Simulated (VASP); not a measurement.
A run of VASP 6.6.1 is set up as follows.

File INCAR:

```
PREC     = Accurate       # precision mode
ENCUT    = 520            # plane-wave cutoff, eV
EDIFF    = 1E-6           # SCF threshold, eV
ISMEAR   = -1             # smearing method
SIGMA    = 0.1            # smearing width, eV
LREAL    = False          # projectors in reciprocal space
LASPH    = True           # aspherical terms in the spheres
NELM     = 80             # most SCF steps
ALGO     = Normal         # electronic algorithm
ISIF     = 2              # what is computed and relaxed
LWAVE    = False          # write WAVECAR
LCHARG   = True           # write CHGCAR
GGA      = PE             # functional
LELF     = True           # ELF
LVHAR    = True         
NBANDS   = 12             # bands
```

KPOINTS

```
Automatic mesh
0
Gamma
  2 2 2
```

POSCAR

```
Ag
1.0
    0.0000000000      2.0734381516      2.0734381516
    2.0734381516      0.0000000000      2.0734381516
    2.0734381516      2.0734381516      0.0000000000
Ag
1
Direct
    0.0000000000      0.0000000000      0.0000000000
```

Potentials or basis: VASP PAW PBE potentials, release 64 (Ag).

The run is started by

```bash
$ cat potpaw_PBE.64/Ag/POTCAR > POTCAR
$ mpirun -np 1 vasp_std > vasp.out
```

Q: What does it give for the pressure?

A: 19.8 GPa.

Caveat: the k points lie up to 1.31 Å⁻¹ apart.
